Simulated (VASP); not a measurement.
A run of VASP 6.6.1 is set up as follows.

Contents of INCAR:

```
SYSTEM = Si2W
PREC     = Accurate       ! precision mode
ENCUT    = 500            ! plane-wave cutoff, eV
EDIFF    = 1E-6           ! SCF threshold, eV
ISMEAR   = 0              ! smearing method
SIGMA    = 0.1            ! smearing width, eV
LREAL    = .FALSE.        ! projectors in reciprocal space
LASPH    = .TRUE.         ! aspherical terms in the spheres
NELM     = 120            ! most SCF steps
ALGO     = Normal         ! electronic algorithm
ISIF     = 2              ! what is computed and relaxed
LWAVE    = .FALSE.        ! write WAVECAR
LCHARG   = .FALSE.        ! write CHGCAR
GGA      = PE             ! functional
NBANDS   = 18             ! bands
GGA_COMPAT= .FALSE.
```

File KPOINTS:

```
Automatic mesh
0
G
  18 18 18
  0 0 0
```

POSCAR

```
Si2W
1.0
   -1.6145372818      1.6145372818      3.9335880150
    1.6145372818     -1.6145372818      3.9335880150
    1.6145372818      1.6145372818     -3.9335880150
Si W
2 1
Direct
    0.3345888482      0.3345888482      0.0000000000
    0.6654111518      0.6654111518      0.0000000000
    0.0000000000      0.0000000000      0.0000000000
```

Potentials or basis: VASP PAW PBE potentials, release 64 (Si, W_sv).

The run is started by

```bash
$ cat potpaw_PBE.64/Si/POTCAR potpaw_PBE.64/W_sv/POTCAR > POTCAR
$ mpirun -np 1 vasp_std > vasp.out
```

Task: Predict the pressure.

Result: 0.1 GPa.

Task: Estimate the band gap on the k mesh.

Result: Zero (bands 11 and 12 overlap by 1.25 eV).

Task: Estimate the largest force.

Result: 0.006 eV/Å.

Stress tensor (GPa, compression positive):
```
0.09 0.00 0.00
0.00 0.09 0.00
0.00 0.00 0.01
```

Caveat: spin-orbit coupling is left out, which moves the levels of the heavy elements.
